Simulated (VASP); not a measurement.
# FeO (I4/mmm) in VASP: further runs

FeO is run at these levels: PBEsol; tasks: vibrations by perturbation theory, elastic constants.

Everything below comes from runs of VASP 6.6.1. Logs are shortened: lines on timing, memory, paths and dates and some standing lists are left out, and cuts for length are marked.

## (1) The cell of the first run

Symmetry: I4/mmm, No. 139, tetragonal system. The conventional cell has a = 3.204 Å, b = 3.204 Å, c = 4.167 Å, α = 90.00°, β = 90.00°, γ = 90.00°. Fe (site symmetry 4/mmm) has 6 O at 2.08 to 2.27 Å within 2.8 Å. O (site symmetry 4/mmm) has 6 Fe at 2.08 to 2.27 Å within 2.8 Å.

## (2) Vibrations by perturbation theory, PBEsol, collinear spin, ferromagnetic start

The input, INCAR:

```
SYSTEM = FeO
PREC     = Accurate       ! precision mode
ENCUT    = 520            ! plane-wave cutoff, eV
EDIFF    = 1E-8           ! SCF threshold, eV
ISMEAR   = -1             ! smearing method
SIGMA    = 0.05           ! smearing width, eV
LREAL    = .False.        ! projectors in reciprocal space
LASPH    = .True.         ! aspherical terms in the spheres
NELM     = 150            ! most SCF steps
ALGO     = Normal         ! electronic algorithm
ISIF     = 2              ! what is computed and relaxed
LWAVE    = .False.        ! write WAVECAR
LCHARG   = .False.        ! write CHGCAR
ISPIN    = 2              ! spin polarisation
MAGMOM   = 3 0            ! initial moments
LORBIT   = 11             ! projections on sites
LMAXMIX  = 4              ! l up to which the mixer works
GGA      = PS             ! functional
NBANDS   = 18             ! bands
IBRION   = 8              ! ionic algorithm
NSW      = 1              ! ionic steps
```

The input, KPOINTS:

```
regular mesh
0
Gamma
  10 10 10
  0 0 0
```

The input, POSCAR:

```
FeO
1.0
   -1.6021034130      1.6021034130      2.0833922500
    1.6021034130     -1.6021034130      2.0833922500
    1.6021034130      1.6021034130     -2.0833922500
Fe O
1 1
Direct
    0.0000000000      0.0000000000      0.0000000000
    0.5000000000      0.5000000000      0.0000000000
```

Potentials or basis: VASP PAW PBE potentials, release 64 (Fe, O).

Command:

```console
$ cat potpaw_PBE.64/Fe/POTCAR potpaw_PBE.64/O/POTCAR > POTCAR
$ mpirun -np 1 vasp_std > vasp.out
```

OUTCAR:

```text
SYSTEM = FeO
   PREC = Accurate
   ENCUT = 520
   EDIFF = 1E-8
   ISMEAR = -1
   LREAL = .False.
   LASPH = .True.
   NELM = 150
   ISIF = 2
   ISPIN = 2
   LORBIT = 11
   GGA = PS
   IBRION = 8
   NSW = 1

 ion  position               nearest neighbor table
   1  0.000  0.000  0.000-   2 2.08   2 2.08   2 2.27   2 2.27   2 2.27   2 2.27
   2  0.500  0.500  0.000-   1 2.08   1 2.08   1 2.27   1 2.27   1 2.27   1 2.27

  LATTYP: Found a body centered tetragonal cell.
 ALAT       =     3.2042068260
 C/A-ratio  =     1.3004105934

  Lattice vectors:

 A1 = (  -1.6021034130,   1.6021034130,   2.0833922500)
 A2 = (   1.6021034130,  -1.6021034130,   2.0833922500)
 A3 = (   1.6021034130,   1.6021034130,  -2.0833922500)

Analysis of symmetry for initial positions (statically):
=====================================================================
 Subroutine PRICEL returns:
 Original cell was already a primitive cell.

 Routine SETGRP: Setting up the symmetry group for a
 body centered tetragonal supercell.

 Subroutine GETGRP returns: Found 16 space group operations
 (whereof 16 operations were pure point group operations)
 out of a pool of 16 trial point group operations.

The static configuration has the point symmetry D_4h.

Analysis of symmetry for dynamics (positions and initial velocities):
=====================================================================
 Subroutine PRICEL returns:
 Original cell was already a primitive cell.

 Routine SETGRP: Setting up the symmetry group for a
 body centered tetragonal supercell.

 Subroutine GETGRP returns: Found 16 space group operations
 (whereof 16 operations were pure point group operations)
 out of a pool of 16 trial point group operations.

The dynamic configuration has the point symmetry D_4h.

Analysis of structural, dynamic, and magnetic symmetry:
=====================================================================
 Subroutine PRICEL returns:
 Original cell was already a primitive cell.

 Routine SETGRP: Setting up the symmetry group for a
 body centered tetragonal supercell.

 Subroutine GETGRP returns: Found 16 space group operations
 (whereof 16 operations were pure point group operations)
 out of a pool of 16 trial point group operations.

The overall configuration has the point symmetry D_4h.

 Subroutine INISYM returns: Found 16 space group operations
 (whereof 16 operations are pure point group operations),
 and found     1 'primitive' translations

----------------------------------------------------------------------------------------

                                     Primitive cell

  volume of cell :      21.3901

  direct lattice vectors                    reciprocal lattice vectors
    -1.602103413  1.602103413  2.083392250     0.000000000  0.312089717  0.239993213
     1.602103413 -1.602103413  2.083392250     0.312089717  0.000000000  0.239993213
     1.602103413  1.602103413 -2.083392250     0.312089717  0.312089717  0.000000000

  length of vectors
     3.077985373  3.077985373  3.077985373     0.393696245  0.393696245  0.441361510

  position of ions in fractional coordinates (direct lattice)
     0.000000000  0.000000000  0.000000000
     0.500000000  0.500000000  0.000000000

  ion indices of the primitive-cell ions
   primitive index   ion index
                 1           1
                 2           2

----------------------------------------------------------------------------------------

 KPOINTS: regular mesh

Automatic generation of k-mesh.
 Grid dimensions read from file:
 generate k-points for:   10   10   10

 Generating k-lattice:

  Cartesian coordinates                     Fractional coordinates (reciprocal lattice)
     0.000000000  0.031208972  0.023999321     0.100000000  0.000000000  0.000000000
     0.031208972  0.000000000  0.023999321     0.000000000  0.100000000  0.000000000
     0.031208972  0.031208972  0.000000000     0.000000000  0.000000000  0.100000000

  Length of vectors
     0.039369625  0.039369625  0.044136151

  Shift w.r.t. Gamma in fractional coordinates (k-lattice)
     0.000000000  0.000000000  0.000000000

 Subroutine IBZKPT returns following result:
 ===========================================

[... 70 lines left out ...]
  Thomas-Fermi vector in A             =   2.542205
   LORBIT       =     11    0 simple, 1 ext, 2 COOP (PROOUT), +10 PAW based schemes
   GGA     = PS    functional components
   LHFCALC =     F    Hartree Fock is set to
   AEXX    =    0.0000 exact exchange contribution
   IVDW    =     0    specifies the selected vdW correction
   LEPSILON=     F    determine dielectric tensor
   LRPA    =     F    only Hartree local field effects (RPA)
 spin polarized calculation
  energy-cutoff  :      520.00
  volume of cell :       21.39
 maximum number of plane-waves:       588
   NGX = 11   NGY = 11   NGZ = 11

--------------------------------------- Ionic step        1  -------------------------------------------

 number of electron      14.0000002 magnetization       4.0017346

 Free energy of the ion-electron system (eV)
  ---------------------------------------------------
  ext. energy  EPLUGINS =         0.00000000
  ---------------------------------------------------
  free energy    TOTEN  =       -15.71864187 eV

  energy without entropy =      -15.70589237  energy(sigma->0) =      -15.71226712

 E-fermi :   5.3668     XC(G=0): -12.0426

 val. band max:        5.3633609820   @ k =  -0.2000   0.2000   0.1000
 cond. band min:       5.3751490400   @ k =  -0.1000   0.3000   0.1000
 fundamental gap:      0.0117880581
 Fermi energy:         5.3668337257

 spin component 1

 k-point     1 :       0.0000    0.0000    0.0000
  band No.  band energies     occupation
      1     -14.8515      1.00000
      2       1.4671      1.00000
      3       1.4671      1.00000
      4       1.5640      1.00000
      5       1.6128      1.00000
      6       1.7521      1.00000
[... 493 lines left out ...]
     17      31.1618      0.00000
     18      33.2413      0.00000

 [... further k-points ...]

 spin component 2

 k-point     1 :       0.0000    0.0000    0.0000
  band No.  band energies     occupation
      1     -14.3043      1.00000
      2       2.0825      1.00000
      3       2.4003      1.00000
      4       2.4003      1.00000
      5       4.6295      1.00000
      6       4.6296      1.00000
[... 496 lines left out ...]
 [... further k-points ...]

------------------------ aborting loop because EDIFF is reached ----------------------------------------

  FORCE on cell =-STRESS in cart. coord.  units (eV):
  Direction    XX          YY          ZZ          XY          YZ          ZX
  --------------------------------------------------------------------------------------
  -------------------------------------------------------------------------------------
  Total       -2.3086849     -2.3086849     -1.7785570      0.0000000      0.0000000      0.0000000
  in kB     -172.9271229   -172.9271229   -133.2190203      0.0000000      0.0000000      0.0000000
  external PRESSURE =    -159.6910887 kB  Pullay stress =       0.0000000 kB

 VOLUME and BASIS-vectors are now :
 -----------------------------------------------------------------------------
  energy-cutoff  :      520.00
  volume of cell :       21.39
      direct lattice vectors                 reciprocal lattice vectors
    -1.602103413  1.602103413  2.083392250     0.000000000  0.312089717  0.239993213
     1.602103413 -1.602103413  2.083392250     0.312089717  0.000000000  0.239993213
     1.602103413  1.602103413 -2.083392250     0.312089717  0.312089717  0.000000000

 POSITION                                       TOTAL-FORCE (eV/Angst)
 -----------------------------------------------------------------------------------
      0.00000      0.00000      0.00000         0.000000      0.000000      0.000000
      0.00000      0.00000      2.08339        -0.000000      0.000000     -0.000000
 -----------------------------------------------------------------------------------
    total drift:                               -0.000000      0.000000     -0.000000

  FREE ENERGIE OF THE ION-ELECTRON SYSTEM (eV)
  ---------------------------------------------------
  free  energy   TOTEN  =       -15.7186418668 eV

  energy  without entropy=      -15.7058923743  energy(sigma->0) =      -15.71226712

[... ionic steps 2 to 3 ...]

--------------------------------------- Ionic step        4  -------------------------------------------

------------------------ aborting loop because EDIFF is reached ----------------------------------------
[... 11 lines left out ...]
[... ionic steps 8 to 8 ...]

--------------------------------------- Ionic step        9  -------------------------------------------

 Free energy of the ion-electron system (eV)
  ---------------------------------------------------
  ---------------------------------------------------
  free energy    TOTEN  =        -0.35681044 eV

  energy without entropy =       -0.35681044

------------------------ aborting loop because EDIFF is reached ----------------------------------------

 INTERNAL STRAIN TENSOR  FOR ION    2  DIRECTION 3   (eV/Angst):
 -----------------------------------------------------------------------------
     0.00612  0.00000  0.00000
     0.00000  0.00612  0.00000
     0.00000 -0.00000 -0.00714

 INTERNAL STRAIN TENSOR FOR ION    2 for displacements in x,y,z  (eV/Angst):
          X           Y           Z          XY          YZ          ZX
  --------------------------------------------------------------------------------
  x     0.00000     0.00000     0.00000     0.00000     0.00000     0.00000
  y     0.00000     0.00000     0.00000     0.00000     0.00000     0.00000
  z     0.00000     0.00000     0.00000     0.00000     0.00000     0.00000

 SECOND DERIVATIVES (NOT SYMMETRIZED)
 ------------------------------------
               1X          1Y          1Z          2X          2Y          2Z
  1X     0.156627    0.000000    0.000000   -0.156627    0.000000    0.000000
  1Y     0.000000    0.156627    0.000000    0.000000   -0.156627    0.000000
  1Z     0.000000    0.000000   -4.974904    0.000000    0.000000    4.974904
  2X    -0.164497    0.000000    0.000000    0.164497    0.000000    0.000000
  2Y     0.000000   -0.164497    0.000000    0.000000    0.164497    0.000000
  2Z     0.000000    0.000000    4.947954    0.000000   -0.000000   -4.947954

 Eigenvectors and eigenvalues of the dynamical matrix
 ----------------------------------------------------

   1 f  =    9.866690 THz    61.994239 2PiTHz  329.117339 cm-1    40.805331 meV
             X         Y         Z           dx          dy          dz
      0.000000  0.000000  0.000000     0.000000   -0.000000   -0.472904
      0.000000  0.000000  2.083392     0.000000   -0.000000    0.881114
[... 21 lines left out ...]
   6 f/i=    1.788422 THz    11.236984 2PiTHz   59.655321 cm-1     7.396314 meV
             X         Y         Z           dx          dy          dz
      0.000000  0.000000  0.000000     0.000000   -0.463014   -0.000000
      0.000000  0.000000  2.083392     0.000000    0.886351   -0.000000

--------------------------------------------------------------------------------------------------------

 ELASTIC MODULI CONTR FROM IONIC RELAXATION (kBar)
 Direction    XX          YY          ZZ          XY          YZ          ZX
 --------------------------------------------------------------------------------
 XX           0.0000      0.0000      0.0000      0.0000      0.0000      0.0000
 YY           0.0000      0.0000      0.0000      0.0000      0.0000      0.0000
 ZZ           0.0000      0.0000      0.0000      0.0000      0.0000      0.0000
 XY           0.0000      0.0000      0.0000      0.0000      0.0000      0.0000
 YZ           0.0000      0.0000      0.0000      0.0000      0.0000      0.0000
 ZX           0.0000      0.0000      0.0000      0.0000      0.0000      0.0000
 --------------------------------------------------------------------------------

 total charge

# of ion       s       p       d       tot
------------------------------------------
    1        0.283   0.331   6.050   6.664
    2        1.553   3.385   0.000   4.938
--------------------------------------------------
tot          1.836   3.716   6.050  11.602

 magnetization (x)

# of ion       s       p       d       tot
------------------------------------------
    1        0.029   0.019   3.563   3.611
    2        0.027   0.270   0.000   0.297
--------------------------------------------------
tot          0.056   0.289   3.563   3.908
```

Run time: 3.8 min. Hardware: 1 thread of Intel Xeon 6975P-C (Granite Rapids), shared host; peak memory 0.47 GiB.

Results:

- Net moment: 4.00 μB per cell
- Site moments: Fe +3.61; O +0.30 μB
- Valence electrons inside the program's atomic spheres: Fe 6.66; O 4.94
- Highest phonon frequency at Γ, LO-TO splitting left out: 329 cm⁻¹
- Most unstable mode: 60i cm⁻¹

Phonon frequencies in cm⁻¹ (negative: imaginary):
```
              q point        frequencies
(0.000, 0.000, 0.000)  -60 -60 0 1 1 329
```

Caveat: the cell stands under pressure or tension, which shifts response properties; some modes are imaginary; the PAW data sets were made with another functional, which shifts forces and pressure a little; a cell with one magnetic atom can't hold antiferromagnetic order, which such compounds often take.

[end of part 1 of 2]
